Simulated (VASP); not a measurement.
# AlN (P6_3mc) in VASP: notebook

Runs on AlN. Level: PBE. Tasks: single point, relaxation of shape and atoms at fixed volume.

Program: VASP 6.6.1. These are calculated values, not measurements. Logs are shortened: lines on timing, memory, paths and dates and some standing lists are left out, and cuts for length are marked.

### 1 The cell of the first run

The structure is hexagonal, space group P6_3mc (No. 186). The conventional cell has a = 3.111 Å, b = 3.111 Å, c = 4.979 Å, α = 90.00°, β = 90.00°, γ = 120.00°. Al (site symmetry 3m) has 4 N at 1.89 to 1.90 Å within 2.5 Å. N (site symmetry 3m) has 4 Al at 1.89 to 1.90 Å within 2.5 Å.

### 2 Single point, PBE, collinear spin, zero start

Input file INCAR:

```
SYSTEM = AlN
ALGO = Normal
EDIFF = 1E-6
ENCUT = 600
GGA = PE
GGA_COMPAT = .False.
ISIF = 2
ISMEAR = 0
ISPIN = 2
LASPH = .True.
LCHARG = .False.
LORBIT = 11
LREAL = .False.
LWAVE = .False.
MAGMOM = 0 0 0 0
NBANDS = 20
NELM = 200
PREC = Accurate
SIGMA = 0.05
```

Input file KPOINTS:

```
k-points
0
Gamma
  8 8 6
  0 0 0
```

Input file POSCAR:

```
AlN
1.0
    3.1107606290      0.0000000000      0.0000000000
   -1.5553803145      2.6939977298      0.0000000000
    0.0000000000      0.0000000000      4.9787706144
Al N
2 2
Direct
    0.3333333333      0.6666666667      0.0015708995
    0.6666666667      0.3333333333      0.5015708995
    0.3333333333      0.6666666667      0.3834291005
    0.6666666667      0.3333333333      0.8834291005
```

Potentials or basis: VASP PAW PBE potentials, release 64 (Al, N).

On the command line:

```sh
$ cat potpaw_PBE.64/Al/POTCAR potpaw_PBE.64/N/POTCAR > POTCAR
$ mpirun -np 1 vasp_std > vasp.out
```

OUTCAR:

```text
SYSTEM = AlN
   EDIFF = 1E-6
   ENCUT = 600
   GGA = PE
   ISIF = 2
   ISMEAR = 0
   ISPIN = 2
   LASPH = .True.
   LORBIT = 11
   LREAL = .False.
   NELM = 200
   PREC = Accurate

 ion  position               nearest neighbor table
   1  0.333  0.667  0.002-   4 1.89   4 1.89   4 1.89   3 1.90   2 3.07   2 3.07   2 3.07   2 3.07
                             2 3.07   2 3.07
   2  0.667  0.333  0.502-   3 1.89   3 1.89   3 1.89   4 1.90   1 3.07   1 3.07   1 3.07   1 3.07
                             1 3.07   1 3.07
   3  0.333  0.667  0.383-   2 1.89   2 1.89   2 1.89   1 1.90
   4  0.667  0.333  0.883-   1 1.89   1 1.89   1 1.89   2 1.90

  LATTYP: Found a hexagonal cell.
 ALAT       =     3.1107606290
 C/A-ratio  =     1.6004994303

  Lattice vectors:

 A1 = (   3.1107606290,   0.0000000000,   0.0000000000)
 A2 = (  -1.5553803145,   2.6939977298,   0.0000000000)
 A3 = (   0.0000000000,   0.0000000000,   4.9787706144)

Analysis of symmetry for initial positions (statically):
=====================================================================
 Subroutine PRICEL returns:
 Original cell was already a primitive cell.

 Routine SETGRP: Setting up the symmetry group for a
 hexagonal supercell.

 Subroutine GETGRP returns: Found 12 space group operations
 (whereof  6 operations were pure point group operations)
 out of a pool of 24 trial point group operations.

The static configuration has the point symmetry C_3v.
 The point group associated with its full space group is C_6v.

Analysis of symmetry for dynamics (positions and initial velocities):
=====================================================================
 Subroutine PRICEL returns:
 Original cell was already a primitive cell.

 Routine SETGRP: Setting up the symmetry group for a
 hexagonal supercell.

 Subroutine GETGRP returns: Found 12 space group operations
 (whereof  6 operations were pure point group operations)
 out of a pool of 24 trial point group operations.

The dynamic configuration has the point symmetry C_3v.
 The point group associated with its full space group is C_6v.

Analysis of structural, dynamic, and magnetic symmetry:
=====================================================================
 Subroutine PRICEL returns:
 Original cell was already a primitive cell.

 Routine SETGRP: Setting up the symmetry group for a
 hexagonal supercell.

 Subroutine GETGRP returns: Found 12 space group operations
 (whereof  6 operations were pure point group operations)
 out of a pool of 24 trial point group operations.

The overall configuration has the point symmetry C_3v.
 The point group associated with its full space group is C_6v.

 Subroutine INISYM returns: Found 12 space group operations
 (whereof  6 operations are pure point group operations),
 and found     1 'primitive' translations

----------------------------------------------------------------------------------------

                                     Primitive cell

  volume of cell :      41.7240

  direct lattice vectors                    reciprocal lattice vectors
     3.110760629  0.000000000  0.000000000     0.321464786  0.185597781  0.000000000
    -1.555380315  2.693997730  0.000000000     0.000000000  0.371195562  0.000000000
     0.000000000  0.000000000  4.978770614     0.000000000  0.000000000  0.200852796

  length of vectors
     3.110760629  3.110760629  4.978770614     0.371195562  0.371195562  0.200852796

  position of ions in fractional coordinates (direct lattice)
     0.333333333  0.666666667  0.001570900
     0.666666667  0.333333333  0.501570900
     0.333333333  0.666666667  0.383429101
     0.666666667  0.333333333  0.883429101

  ion indices of the primitive-cell ions
   primitive index   ion index
                 1           1
                 2           2
                 3           3
                 4           4

----------------------------------------------------------------------------------------

 KPOINTS: k-points

Automatic generation of k-mesh.
 Grid dimensions read from file:
 generate k-points for:    8    8    6

 Generating k-lattice:

  Cartesian coordinates                     Fractional coordinates (reciprocal lattice)
     0.040183098  0.023199723  0.000000000     0.125000000  0.000000000  0.000000000
     0.000000000  0.046399445  0.000000000     0.000000000  0.125000000  0.000000000
     0.000000000  0.000000000  0.033475466     0.000000000  0.000000000  0.166666667

  Length of vectors
     0.046399445  0.046399445  0.033475466

  Shift w.r.t. Gamma in fractional coordinates (k-lattice)
     0.000000000  0.000000000  0.000000000

 Subroutine IBZKPT returns following result:
 ===========================================

 Found     40 irreducible k-points:

 Following reciprocal coordinates:
            Coordinates               Weight
  0.000000  0.000000  0.000000      1.000000
  0.125000  0.000000  0.000000      6.000000
  0.250000  0.000000  0.000000      6.000000
  0.375000  0.000000  0.000000      6.000000
  0.500000  0.000000  0.000000      3.000000
  0.125000  0.125000  0.000000      6.000000
[... 16 lines left out ...]
  0.250000  0.000000  0.333333     12.000000
  0.375000  0.000000  0.333333     12.000000
 [... further k-points ...]
   k-points           NKPTS =     40   k-points in BZ     NKDIM =     40   number of bands    NBANDS=     20
   number of dos      NEDOS =    301   number of ions     NIONS =      4
   total plane-waves  NPLWV =  31360
   dimension x,y,z NGX =    28 NGY =   28 NGZ =   40
   dimension x,y,z NGXF=    56 NGYF=   56 NGZF=   80
   ions per type =               2   2
   NGX,Y,Z   is equivalent  to a cutoff of  14.96, 14.96, 13.36 a.u.
   NGXF,Y,Z  is equivalent  to a cutoff of  29.93, 29.93, 26.71 a.u.
 SYSTEM =  AlN
   PREC   = accura    normal or accurate (medium, high low for compatibility)
   ISTART =      0    job   : 0-new  1-cont  2-samecut
   ICHARG =      2    charge: 1-file 2-atom 10-const
   ISPIN  =      2    spin polarized calculation?
   LNONCOLLINEAR =      F non collinear calculations
   LSORBIT =      F    spin-orbit coupling
   LASPH  =      T    aspherical Exc in radial PAW
   ENCUT  =  600.0 eV  44.10 Ry    6.64 a.u.   6.21  6.21  9.94*2*pi/ulx,y,z
   NELM   =    200;   NELMIN=  2; NELMDL= -5     # of ELM steps
   EDIFF  = 0.1E-05   stopping-criterion for ELM
   LREAL  =      F    real-space projection
   EDIFFG = 0.1E-04   stopping-criterion for IOM
   NSW    =      0    number of steps for IOM
   IBRION =     -1    ionic relax: 0-MD 1-quasi-New 2-CG
   NFREE  =      0    steps in history (QN), initial steepest desc. (CG)
   ISIF   =      2    stress and relaxation
   ISYM   =      2    0-nonsym 1-usesym 2-fastsym
   POTIM  = 0.5000    time-step for ionic-motion
   TEBEG  =    0.0;   TEEND  =   0.0 temperature during run
   PSTRESS=    0.0 pullay stress
   NELECT =      16.0000    total number of electrons
   NUPDOWN=      -1.0000    fix difference up-down
   EMIN   =  10.00;   EMAX   =-10.00  energy-range for DOS
   EFERMI =   0.00;   METHOD = LEGACY
   ISMEAR =     0;   SIGMA  =   0.05  broadening in eV -4-tet -1-fermi 0-gaus
   EFERMI_NEDOS =   21; number of points for ismear=-14 and -15
   IALGO  =     38    algorithm
   IMIX   =      4    mixing-type and parameters
     AMIX     =   0.40;   BMIX     =  1.00
     AMIX_MAG =   1.60;   BMIX_MAG =  1.00
  volume/ion in A,a.u.               =      10.43        70.39
  Fermi-wavevector in a.u.,A,eV,Ry     =   1.189377  2.247597 19.247040  1.414617
  Thomas-Fermi vector in A             =   2.325486
   LORBIT       =     11    0 simple, 1 ext, 2 COOP (PROOUT), +10 PAW based schemes
   GGA     = PE    functional components
   LHFCALC =     F    Hartree Fock is set to
   AEXX    =    0.0000 exact exchange contribution
   IVDW    =     0    specifies the selected vdW correction
   LEPSILON=     F    determine dielectric tensor
   LRPA    =     F    only Hartree local field effects (RPA)
 spin polarized calculation
 Gauss-broadening in eV      SIGMA  =   0.05
  energy-cutoff  :      600.00
  volume of cell :       41.72
 maximum number of plane-waves:      1412
 NGX is ok and might be reduce to    28
   NGX = 13   NGY = 13   NGZ = 19

 number of electron      16.0000000 magnetization      -0.0000000

 number of electron      16.0000000 magnetization       0.0000000

 Free energy of the ion-electron system (eV)
  ---------------------------------------------------
  ext. energy  EPLUGINS =         0.00000000
  ---------------------------------------------------
  free energy    TOTEN  =       -29.77372916 eV

  energy without entropy =      -29.77372916  energy(sigma->0) =      -29.77372916

 E-fermi :   6.4195     XC(G=0): -10.9153

 val. band max:        6.1690601798   @ k =   0.0000   0.0000   0.0000
 cond. band min:      10.3817661915   @ k =   0.0000   0.0000   0.0000
 fundamental gap:      4.2127060118
 Fermi energy:         6.4195484302

 spin component 1

 k-point     1 :       0.0000    0.0000    0.0000
  band No.  band energies     occupation
      1      -9.0312      1.00000
      2      -6.8794      1.00000
      3       0.1677      1.00000
      4       5.2956      1.00000
      5       5.2956      1.00000
      6       5.9476      1.00000
[... 541 lines left out ...]
     19      24.1188      0.00000
     20      26.3699      0.00000

 [... further k-points ...]

 spin component 2

 k-point     1 :       0.0000    0.0000    0.0000
  band No.  band energies     occupation
      1      -9.0312      1.00000
      2      -6.8794      1.00000
      3       0.1677      1.00000
      4       5.2956      1.00000
      5       5.2956      1.00000
      6       5.9476      1.00000
[... 541 lines left out ...]
     19      24.1188      0.00000
     20      26.3699      0.00000

 [... further k-points ...]

------------------------ aborting loop because EDIFF is reached ----------------------------------------

  FORCE on cell =-STRESS in cart. coord.  units (eV):
  Direction    XX          YY          ZZ          XY          YZ          ZX
  --------------------------------------------------------------------------------------
  -------------------------------------------------------------------------------------
  Total        0.9364021      0.9364021      0.9929706      0.0000000      0.0000000      0.0000000
  in kB       35.9572958     35.9572958     38.1294951      0.0000000      0.0000000      0.0000000
  external PRESSURE =      36.6813623 kB  Pullay stress =       0.0000000 kB

 VOLUME and BASIS-vectors are now :
 -----------------------------------------------------------------------------
  energy-cutoff  :      600.00
  volume of cell :       41.72
      direct lattice vectors                 reciprocal lattice vectors
     3.110760629  0.000000000  0.000000000     0.321464786  0.185597781  0.000000000
    -1.555380315  2.693997730  0.000000000     0.000000000  0.371195562  0.000000000
     0.000000000  0.000000000  4.978770614     0.000000000  0.000000000  0.200852796

 POSITION                                       TOTAL-FORCE (eV/Angst)
 -----------------------------------------------------------------------------------
     -0.00000      1.79600      0.00782         0.000000     -0.000000     -0.006343
      1.55538      0.89800      2.49721         0.000000      0.000000     -0.006343
     -0.00000      1.79600      1.90901         0.000000      0.000000      0.006343
      1.55538      0.89800      4.39839        -0.000000     -0.000000      0.006343
 -----------------------------------------------------------------------------------
    total drift:                               -0.000000     -0.000000      0.000863

  FREE ENERGIE OF THE ION-ELECTRON SYSTEM (eV)
  ---------------------------------------------------
  free  energy   TOTEN  =       -29.7737291618 eV

  energy  without entropy=      -29.7737291618  energy(sigma->0) =      -29.77372916

 total charge

# of ion       s       p       d       tot
------------------------------------------
    1        0.369   0.441   0.000   0.810
    2        0.369   0.441   0.000   0.810
    3        1.220   2.634   0.000   3.854
    4        1.220   2.634   0.000   3.854
--------------------------------------------------
tot          3.178   6.149   0.000   9.327

 magnetization (x)

# of ion       s       p       d       tot
------------------------------------------
    1       -0.000  -0.000   0.000  -0.000
    2       -0.000  -0.000   0.000  -0.000
    3        0.000   0.000   0.000   0.000
    4        0.000   0.000   0.000   0.000
--------------------------------------------------
tot         -0.000   0.000   0.000   0.000
```

It took 65 s on 1 thread of Intel Xeon Platinum 8375C at 2.90GHz (Ice Lake), shared host; peak memory 0.22 GiB.

Results:

- Free energy: -29.7737 eV
- Pressure: 3.7 GPa
- Largest force: 0.006 eV/Å
- Band gap on the k mesh: 4.21 eV, direct
- Net moment: 0.00 μB per cell
- Valence electrons inside the program's atomic spheres: Al 0.81; N 3.85

Forces in eV/Å, atoms in the order of the input:
```
Al   0.000  0.000 -0.006
Al   0.000  0.000 -0.006
N    0.000  0.000  0.006
N    0.000  0.000  0.006
```

Stress tensor (GPa, compression positive):
```
3.60 0.00 0.00
0.00 3.60 0.00
0.00 0.00 3.81
```

Levels at points of the mesh, in eV from the valence-band top:
Spin up:
```tsv
k point	band 6	band 7	band 8	band 9	band 10	band 11
(0.00, 0.00, 0.00)	-0.22	-0.22	0.00	4.21	6.66	10.62
(0.50, 0.00, 0.00)	-2.10	-1.78	-0.70	5.81	5.81	8.19
(0.00, 0.00, 0.50)	-0.56	-0.56	-0.56	6.47	6.47	10.33
(0.50, 0.00, 0.50)	-1.48	-1.37	-1.37	5.31	5.31	9.26
```
Spin down:
```
           k point  band 6  band 7  band 8  band 9  band 10  band 11
(0.00, 0.00, 0.00)   -0.22   -0.22    0.00    4.21     6.66    10.62
(0.50, 0.00, 0.00)   -2.10   -1.78   -0.70    5.81     5.81     8.19
(0.00, 0.00, 0.50)   -0.56   -0.56   -0.56    6.47     6.47    10.33
(0.50, 0.00, 0.50)   -1.48   -1.37   -1.37    5.31     5.31     9.26
```

A k mesh can miss the band edges. A hybrid or GW would open this gap; PBE tends to underestimate it.

(Continued in part 2 of 2.)
